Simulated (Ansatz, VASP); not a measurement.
One calculation of HfB, two programs

INCAR

```
PREC     = Accurate       # precision mode
ENCUT    = 520            # plane-wave cutoff, eV
EDIFF    = 1E-8           # SCF threshold, eV
ISMEAR   = -1             # smearing method
SIGMA    = 0.05           # smearing width, eV
LREAL    = False          # projectors in reciprocal space
LASPH    = True           # aspherical terms in the spheres
NELM     = 100            # most SCF steps
ALGO     = Normal         # electronic algorithm
ISIF     = 2              # what is computed and relaxed
LWAVE    = False          # write WAVECAR
LCHARG   = False          # write CHGCAR
GGA      = CA             # functional
LEFG     = True         
NBANDS   = 14             # bands
```

File KPOINTS:

```
Automatic mesh
0
Gamma
  15 15 15
```

Contents of POSCAR:

```
HfB
1.0
    0.0000000000      2.3403982228      2.3403982228
    2.3403982228      0.0000000000      2.3403982228
    2.3403982228      2.3403982228      0.0000000000
Hf B
1 1
Direct
    0.5000000000      0.5000000000      0.5000000000
    0.0000000000      0.0000000000      0.0000000000
```

Input for Ansatz:

```yaml
crystal:
  lattice:
    - [0.0, 2.3403982228, 2.3403982228]
    - [2.3403982228, 0.0, 2.3403982228]
    - [2.3403982228, 2.3403982228, 0.0]
  atoms:
    - { symbol: Hf, position: [0.5, 0.5, 0.5] }
    - { symbol: B, position: [0.0, 0.0, 0.0] }
kpoints:
  mp_grid: { grid: [15, 15, 15] }
scf:
  occupations: { method: fermi_dirac, width: 0.05 }
hamiltonian:
  xc: lda
  pseudopotentials: { kind: all_electron, datasets: crystal }
output:
  forces: true
  stress: true
  eigenvalues: true
  efg: { contact_densities: true }
```

Change from the starting cell: volume scaled by 1.04, crystal datasets.

Alike in both runs: task electric field gradients; functional LDA; k mesh 15 × 15 × 15; occupations fermi-dirac, width 0.05 eV; no spin polarisation.

```csv
,VASP,Ansatz
version,VASP 6.6.1,Ansatz 0.2.0
potentials or method,"VASP PAW LDA potentials, release 64 (Hf_pv, B), cutoff 520 eV","all-electron PAW with datasets made for the crystal, scalar-relativistic"
```

VASP gave:

- pressure (GPa): 10.3

Problem. Estimate Ansatz's values.

Solution. Pressure (GPa): 8.9.

LDA's correlation is that of Perdew and Zunger in VASP and of Perdew and Wang (1992) in Ansatz. Ansatz ran all-electron here, and VASP with PAW potentials.

Neither program's run includes spin-orbit coupling.
